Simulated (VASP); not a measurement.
Set up this calculation in VASP 6.6.1, as the native input.

- Task: single point
- Functional: LDA
- Potentials or basis: VASP PAW LDA potentials, release 64 (Mg_sv, O)
- Cutoff: 840 eV
- k mesh: 6 × 6 × 6
- Occupations: gaussian, width 0.05 eV
- Spin: no spin polarisation
- Dipole correction: no
- Further INCAR settings: ALGO = Normal; EDIFF = 1e-06; NBANDS = 15

The structure of MgO lies in POSCAR:

```
MgO
1.0
    0.0000000000      2.1351500000      2.1351500000
    2.1351500000      0.0000000000      2.1351500000
    2.1351500000      2.1351500000      0.0000000000
Mg O
1 1
Direct
    0.0351263377      0.0351263377     -0.0351263377
    0.5000000000      0.5000000000      0.5000000000
```

This cell differs from its parent crystal: all Mg atoms moved -0.150 Å, as atom 1 towards its neighbour atom 2 (O) at 2.135 Å.

One way to write it, as run:

INCAR

```
PREC     = Accurate       # precision mode
ENCUT    = 840            # plane-wave cutoff, eV
EDIFF    = 1E-6           # SCF threshold, eV
ISMEAR   = 0              # smearing method
SIGMA    = 0.05           # smearing width, eV
LREAL    = F              # projectors in reciprocal space
LASPH    = T              # aspherical terms in the spheres
NELM     = 120            # most SCF steps
ALGO     = Normal         # electronic algorithm
ISIF     = 2              # what is computed and relaxed
LWAVE    = F              # write WAVECAR
LCHARG   = T              # write CHGCAR
LELF     = T              # ELF
LVHAR    = T            
NBANDS   = 15             # bands
GGA_COMPAT= F
```

KPOINTS

```
Automatic mesh
0
Gamma
  6 6 6
```

Potentials or basis: VASP PAW LDA potentials, release 64 (Mg_sv, O).

Run with:

```console
$ cat potpaw_LDA.64/Mg_sv/POTCAR potpaw_LDA.64/O/POTCAR > POTCAR
$ mpirun -np 1 vasp_std > vasp.out
```

Results of the run:

```json
{
 "Pressure": "-9.3 GPa",
 "Largest force": "0.729 eV/Å",
 "Band gap on the k mesh": "4.27 eV"
}
```

Caveat: the k points lie up to 0.42 Å⁻¹ apart; the cell differs from its parent crystal (all Mg atoms moved -0.150 Å, as atom 1 towards its neighbour atom 2 (O) at 2.135 Å).

It took 16 s on 1 thread of Intel(R) Xeon(R) Platinum 8259CL CPU @ 2.50GHz (Skylake/Cascade Lake), with other jobs on the host, peak memory 0.15 GiB.
